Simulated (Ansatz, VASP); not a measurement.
Two plane-wave programs on Al8H

Contents of INCAR:

```
SYSTEM = Al8H
PREC = Accurate
ENCUT = 520
EDIFF = 1E-7
ISMEAR = 0
SIGMA = 0.1
LREAL = Auto
LASPH = .TRUE.
NELM = 80
ALGO = Normal
ISIF = 2
LWAVE = .FALSE.
LCHARG = .TRUE.
LDIPOL = .TRUE.
IDIPOL = 3
DIPOL = 0.5 0.5 0.291
GGA = PE
LELF = .TRUE.
LVHAR = .TRUE.
LVACPOTAV = .TRUE.
NBANDS = 40
```

File KPOINTS:

```
Automatic mesh
0
G
  5 4 1
  0 0 0
```

POSCAR

```
Al8H
1.0
    5.7135165837      0.0000000000      0.0000000000
    0.0000000000      8.0801326415      0.0000000000
    0.0000000000      0.0000000000     22.2432786975
Al H
16 2
Direct
    0.2500000000      0.2500000000      0.1798296040
    0.2500000000      0.7500000000      0.1798296040
    0.7500000000      0.2500000000      0.1798296040
    0.7500000000      0.7500000000      0.1798296040
    0.0000000000      0.0000000000      0.2440458181
    0.0000000000      0.5000000000      0.2440458181
    0.5000000000      0.0000000000      0.2440458181
    0.5000000000      0.5000000000      0.2440458181
    0.2500000000      0.2500000000      0.3102598702
    0.2500000000      0.7500000000      0.3102598702
    0.7500000000      0.2500000000      0.3102598702
    0.7500000000      0.7500000000      0.3102598702
    0.0000000000      0.0000000000      0.3705963860
    0.0000000000      0.5000000000      0.3705963860
    0.5000000000      0.0000000000      0.3705963860
    0.5000000000      0.5000000000      0.3705963860
    0.7500000000     -0.0730804835      0.4052135847
    0.7500000000      0.0730804835      0.4052135847
```

Input for Ansatz:

```yaml
crystal:
  lattice:
    - [5.7135165837, 0.0, 0.0]
    - [0.0, 8.0801326415, 0.0]
    - [0.0, 0.0, 22.2432786975]
  atoms:
    - { symbol: Al, position: [0.25, 0.25, 0.179829604] }
    - { symbol: Al, position: [0.25, 0.75, 0.179829604] }
    - { symbol: Al, position: [0.75, 0.25, 0.179829604] }
    - { symbol: Al, position: [0.75, 0.75, 0.179829604] }
    - { symbol: Al, position: [0.0, 0.0, 0.2440458181] }
    - { symbol: Al, position: [0.0, 0.5, 0.2440458181] }
    - { symbol: Al, position: [0.5, 0.0, 0.2440458181] }
    - { symbol: Al, position: [0.5, 0.5, 0.2440458181] }
    - { symbol: Al, position: [0.25, 0.25, 0.3102598702] }
    - { symbol: Al, position: [0.25, 0.75, 0.3102598702] }
    - { symbol: Al, position: [0.75, 0.25, 0.3102598702] }
    - { symbol: Al, position: [0.75, 0.75, 0.3102598702] }
    - { symbol: Al, position: [0.0, 0.0, 0.370596386] }
    - { symbol: Al, position: [0.0, 0.5, 0.370596386] }
    - { symbol: Al, position: [0.5, 0.0, 0.370596386] }
    - { symbol: Al, position: [0.5, 0.5, 0.370596386] }
    - { symbol: H, position: [0.75, -0.0730804835, 0.4052135847] }
    - { symbol: H, position: [0.75, 0.0730804835, 0.4052135847] }
basis:
  ecutwfc: 420
kpoints:
  mp_grid: { grid: [5, 4, 1] }
hamiltonian:
  xc: pbe
  pseudopotentials: { kind: paw, azcp: { folder: soft_1 } }
scf:
  occupations: { method: gaussian, width: 0.1 }
output:
  forces: true
  eigenvalues: true
efield:
  axis: 3
  dipole_correction: true
  ramp_width: 0.04
```

Alike in both runs: task single point; functional PBE; k mesh 5 × 4 × 1; occupations gaussian, width 0.1 eV; no spin polarisation.

```csv
,VASP,Ansatz
version,VASP 6.6.1,Ansatz 0.2.0
potentials or method,"VASP PAW PBE potentials, release 64 (Al, H), cutoff 520 eV","scalar-relativistic, plane waves, PAW"
valence electrons in the cell,50,50
```

```csv
,VASP,Ansatz,Ansatz less VASP
gap on the k mesh at the Fermi level (eV),none,none,-
rms of the force components (eV/Å),0.510,0.511,+0.0015
"work function, face that differs most (eV)",4.05,4.04,-0.004
```

Atom by atom the forces differ by 0.002 eV/Å (rms over components). A gap of «none» marks a metal or a gap that the smearing closes. With one functional, cell and mesh, what is left measures potentials, basis and numerics.
